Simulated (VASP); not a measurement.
Write the native input for VASP 6.6.1 that does the following.

```
Task                   : relaxation of cell and atoms
Functional             : r2SCAN
Potentials or basis    : VASP PAW PBE potentials, release 64 (Ti_sv, Pt)
Cutoff                 : 550 eV
k mesh                 : 5 × 5 × 5
Occupations            : fermi-dirac, width 0.05 eV
Spin                   : no spin polarisation
Dipole correction      : no
Further INCAR settings : ALGO = Normal; EDIFF = 1e-07; IBRION = 2; EDIFFG = -0.03; NSW = 80; ISIF = 3
```

Ti3Pt5:

```
Ti Pt
1.0
     0.00000    3.99875    3.99875
     3.99875    0.00000    3.99875
     3.99875    3.99875    0.00000
Ti Pt
3 5
Direct
  0.00000 0.00000 0.00000
  0.50000 0.00000 0.00000
  0.50000 0.50000 0.00000
  0.00000 0.00000 0.50000
  0.00000 0.50000 0.00000
  0.00000 0.50000 0.50000
  0.50000 0.00000 0.50000
  0.50000 0.50000 0.50000
```

One way to write it, as run:

POSCAR

```
Ti3Pt5
1.0
    0.0000000000      3.9987500000      3.9987500000
    3.9987500000      0.0000000000      3.9987500000
    3.9987500000      3.9987500000      0.0000000000
Ti Pt
3 5
Direct
    0.0000000000      0.0000000000      0.0000000000
    0.5000000000      0.0000000000      0.0000000000
    0.5000000000      0.5000000000      0.0000000000
    0.0000000000      0.0000000000      0.5000000000
    0.0000000000      0.5000000000      0.0000000000
    0.0000000000      0.5000000000      0.5000000000
    0.5000000000      0.0000000000      0.5000000000
    0.5000000000      0.5000000000      0.5000000000
```

INCAR.step1

```
PREC     = Accurate       # precision mode
ENCUT    = 550            # plane-wave cutoff, eV
ISMEAR   = -1             # smearing method
SIGMA    = 0.05           # smearing width, eV
LREAL    = F              # projectors in reciprocal space
LASPH    = T              # aspherical terms in the spheres
NELM     = 120            # most SCF steps
GGA      = PE             # functional
ALGO     = Normal         # electronic algorithm
EDIFF    = 1E-5           # SCF threshold, eV
LWAVE    = T              # write WAVECAR
LCHARG   = F              # write CHGCAR
GGA_COMPAT= F            
IBRION   = 2              # ionic algorithm
ISIF     = 3              # what is computed and relaxed
EDIFFG   = -0.005         # ionic threshold
NELMIN   = 4            
NSW      = 100            # ionic steps
```

INCAR.step2

```
PREC     = Accurate       # precision mode
ENCUT    = 550            # plane-wave cutoff, eV
EDIFF    = 1E-7           # SCF threshold, eV
ISMEAR   = -1             # smearing method
SIGMA    = 0.05           # smearing width, eV
LREAL    = F              # projectors in reciprocal space
LASPH    = T              # aspherical terms in the spheres
NELM     = 120            # most SCF steps
ALGO     = Normal         # electronic algorithm
ISIF     = 3              # what is computed and relaxed
LWAVE    = F              # write WAVECAR
LCHARG   = F              # write CHGCAR
METAGGA  = R2SCAN         # meta-GGA
LMIXTAU  = T            
IBRION   = 2              # ionic algorithm
NSW      = 80             # ionic steps
EDIFFG   = -0.03          # ionic threshold
ISTART   = 1            
GGA_COMPAT= F            
NELMIN   = 4
```

KPOINTS

```
regular mesh
0
Gamma
  5 5 5
```

Potentials or basis: VASP PAW PBE potentials, release 64 (Ti_sv, Pt).

Run with:

```sh
$ cat potpaw_PBE.64/Ti_sv/POTCAR potpaw_PBE.64/Pt/POTCAR > POTCAR
$ cp INCAR.step1 INCAR
$ mpirun -np 1 vasp_std > vasp.out
$ cp INCAR.step2 INCAR
$ mpirun -np 1 vasp_std > vasp.out
```

Results of the run:

The relaxed volume is 15.41 Å³/atom, the relaxed cell is a = 5.658 Å, b = 5.658 Å, c = 5.517 Å, α = 59.15°, β = 59.15°, γ = 60.00° and the space group after relaxing (to 0.1 Å) is R-3m (No. 166). The energy gained by relaxing is 26.8 meV/atom, the ionic steps are 5 and the pressure after relaxing is -0.1 GPa. The band gap on the k mesh is zero (bands 43 and 44 overlap by 0.67 eV).

Caveat: the PAW data sets were made with another functional, which shifts forces and pressure a little; spin-orbit coupling is left out, which moves the levels of the heavy elements.

Wall time 66 min on 1 thread of Intel(R) Xeon(R) Platinum 8375C CPU @ 2.90GHz (Ice Lake) (shared host), peak memory 0.44 GiB.
